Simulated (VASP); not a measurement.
Wanted: the native input for a VASP 6.6.1 run.

```yaml
Task: single point
Functional: PBE
Potentials_or_basis: VASP PAW PBE potentials, release 64 (K_sv, F)
Cutoff: 600 eV
k_mesh: 6 × 6 × 6
Occupations: gaussian, width 0.1 eV
Spin: no spin polarisation
Dipole_correction: no
Further_INCAR_settings: ALGO = Normal; EDIFF = 1e-06; NBANDS = 15
```

The structure of KF lies in POSCAR:

```
KF
1.0
    0.0000000000      2.6896053000      2.6896053000
    2.6896053000      0.0000000000      2.6896053000
    2.6896053000      2.6896053000      0.0000000000
K F
1 1
Direct
    0.0000000000      0.0000000000      0.0000000000
    0.5000000000      0.5000000000      0.5000000000
```

The cell was built from a structure type or drawn by symmetry, and may not be a known phase.

The input as run:

INCAR

```
SYSTEM = KF
ALGO = Normal
EDIFF = 1E-6
ENCUT = 600
GGA = PE
GGA_COMPAT = .False.
ISIF = 2
ISMEAR = 0
LASPH = .True.
LCHARG = .True.
LELF = .True.
LREAL = .False.
LVHAR = .True.
LWAVE = .False.
NBANDS = 15
NELM = 120
PREC = Accurate
SIGMA = 0.1
```

KPOINTS

```
k-points
0
Gamma
  6 6 6
  0 0 0
```

Potentials or basis: VASP PAW PBE potentials, release 64 (K_sv, F).

Launch:

```sh
$ cat potpaw_PBE.64/K_sv/POTCAR potpaw_PBE.64/F/POTCAR > POTCAR
$ mpirun -np 1 vasp_std > vasp.out
```

Results of the run:

| Property | Result |
| --- | --- |
| Pressure | 0.7 GPa |
| Band gap on the k mesh | 6.06 eV |

Wall time 6 s on 1 thread of Intel(R) Xeon(R) 6975P-C (Granite Rapids) (shared host), peak memory 0.16 GiB.
